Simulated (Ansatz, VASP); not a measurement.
# Two plane-wave programs on Si

Contents of POSCAR:

```
Si
1.0
   -3.3360831900      3.3360831900      3.3360831900
    3.3360831900     -3.3360831900      3.3360831900
    3.3360831900      3.3360831900     -3.3360831900
Si
6
Direct
    0.7500000000      0.2500000000      0.5000000000
    0.7500000000      0.5000000000      0.2500000000
    0.5000000000      0.2500000000      0.7500000000
    0.2500000000      0.5000000000      0.7500000000
    0.2500000000      0.7500000000      0.5000000000
    0.5000000000      0.7500000000      0.2500000000
```

Contents of INCAR.step1:

```
ALGO     = Normal         # electronic algorithm
EDIFF    = 1E-5           # SCF threshold, eV
ENCUT    = 550            # plane-wave cutoff, eV
GGA      = PE             # functional
GGA_COMPAT= F            
ISMEAR   = 0              # smearing method
LASPH    = T              # aspherical terms in the spheres
LCHARG   = F              # write CHGCAR
LREAL    = F              # projectors in reciprocal space
LWAVE    = T              # write WAVECAR
NBANDS   = 21             # bands
NELM     = 120            # most SCF steps
PREC     = Accurate       # precision mode
SIGMA    = 0.1            # smearing width, eV
```

Contents of INCAR.step2:

```
ALGO     = Normal         # electronic algorithm
EDIFF    = 1E-6           # SCF threshold, eV
ENCUT    = 550            # plane-wave cutoff, eV
GGA_COMPAT= F            
ISIF     = 2              # what is computed and relaxed
ISMEAR   = 0              # smearing method
ISTART   = 1            
LASPH    = T              # aspherical terms in the spheres
LCHARG   = T              # write CHGCAR
LELF     = T              # ELF
LMIXTAU  = T            
LREAL    = F              # projectors in reciprocal space
LVHAR    = T            
LWAVE    = F              # write WAVECAR
METAGGA  = R2SCAN         # meta-GGA
NBANDS   = 21             # bands
NELM     = 120            # most SCF steps
PREC     = Accurate       # precision mode
SIGMA    = 0.1            # smearing width, eV
```

File KPOINTS:

```
k-points
0
Gamma
  4 4 4
```

Input for Ansatz:

```yaml
crystal:
  lattice:
    - [-3.33608319, 3.33608319, 3.33608319]
    - [3.33608319, -3.33608319, 3.33608319]
    - [3.33608319, 3.33608319, -3.33608319]
  atoms:
    - { symbol: Si, position: [0.75, 0.25, 0.5] }
    - { symbol: Si, position: [0.75, 0.5, 0.25] }
    - { symbol: Si, position: [0.5, 0.25, 0.75] }
    - { symbol: Si, position: [0.25, 0.5, 0.75] }
    - { symbol: Si, position: [0.25, 0.75, 0.5] }
    - { symbol: Si, position: [0.5, 0.75, 0.25] }
basis:
  ecutwfc: 500
kpoints:
  mp_grid: { grid: [4, 4, 4] }
hamiltonian:
  xc: r2scan
scf:
  occupations: { method: gaussian, width: 0.1 }
  lower_state_search: "off"
output:
  forces: true
  stress: true
  eigenvalues: true
```

Alike in both runs: task single point; functional r2SCAN; k mesh 4 × 4 × 4; occupations gaussian, width 0.1 eV; no spin polarisation.

```csv
,VASP,Ansatz
version,VASP 6.6.1,Ansatz 0.2.0
potentials or method,"VASP PAW PBE potentials, release 64 (Si), cutoff 550 eV","scalar-relativistic, plane waves, PAW"
valence electrons in the cell,24,24
```

Ansatz gave:

| Property | Result |
| --- | --- |
| gap on the k mesh at the Fermi level (eV) | 0.25 |
| least direct gap on the mesh (eV) | 0.51 |
| pressure (GPa) | 0.9 |

Question: What did VASP give for the same quantities?

Answer: gap on the k mesh at the Fermi level (eV): 0.26; least direct gap on the mesh (eV): 0.52; pressure (GPa): 0.7.

VASP's potentials were made for PBE, not for r2SCAN.
